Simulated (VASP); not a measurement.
Wanted: the native input for a VASP 6.6.1 run.

| Quantity | Value |
| --- | --- |
| Task | single point |
| Functional | PBE |
| Potentials or basis | VASP PAW PBE potentials, release 64 (B, Pt) |
| Cutoff | 520 eV |
| k mesh | 12 × 12 × 10 |
| Occupations | gaussian, width 0.1 eV |
| Spin | no spin polarisation |
| Dipole correction | no |
| Further INCAR settings | ALGO = Normal; EDIFF = 1e-06; NBANDS = 31 |

The structure of B10Pt lies in POSCAR:

```
B10Pt
1.0
    5.5913479246      0.0000000000      0.0000000000
   -2.7956739623      4.8422493441      0.0000000000
    0.0000000000      0.0000000000      4.3031731755
B Pt
10 1
Direct
    0.7775766977      0.2224233023      0.0000000000
    0.7775766977      0.5551533954      0.0000000000
    0.4448466046      0.2224233023      0.0000000000
    0.2224233023      0.7775766977      0.0000000000
    0.2224233023      0.4448466046      0.0000000000
    0.5551533954      0.7775766977      0.0000000000
    0.3333333333      0.6666666667      0.6825034859
    0.3333333333      0.6666666667      0.3174965141
    0.6666666667      0.3333333333      0.3174965141
    0.6666666667      0.3333333333      0.6825034859
    0.0000000000      0.0000000000      0.0000000000
```

The cell was built from a structure type or drawn by symmetry, and may not be a known phase.

One way to write it, as run:

INCAR

```
  PREC = Accurate
  ENCUT = 520
  EDIFF = 1E-6
  ISMEAR = 0
  SIGMA = 0.1
  LREAL = F
  LASPH = T
  NELM = 80
  ALGO = Normal
  ISIF = 2
  LWAVE = F
  LCHARG = F
  GGA = PE
  NBANDS = 31
```

KPOINTS

```
Automatic mesh
0
Gamma
  12 12 10
```

Potentials or basis: VASP PAW PBE potentials, release 64 (B, Pt).

Launch:

```console
$ cat potpaw_PBE.64/B/POTCAR potpaw_PBE.64/Pt/POTCAR > POTCAR
$ mpirun -np 1 vasp_std > vasp.out
```

Results of the run:

```json
{
  "Pressure": "0.0 GPa",
  "Largest force": "0.015 eV/Å",
  "Band gap on the k mesh": "zero (bands 20 and 21 overlap by 1.43 eV)"
}
```

Caveat: spin-orbit coupling is left out, which moves the levels of the heavy elements.

Wall time 5.3 min on 1 thread of AMD EPYC 9R14 (Zen 4), with other jobs on the host, peak memory 0.43 GiB.
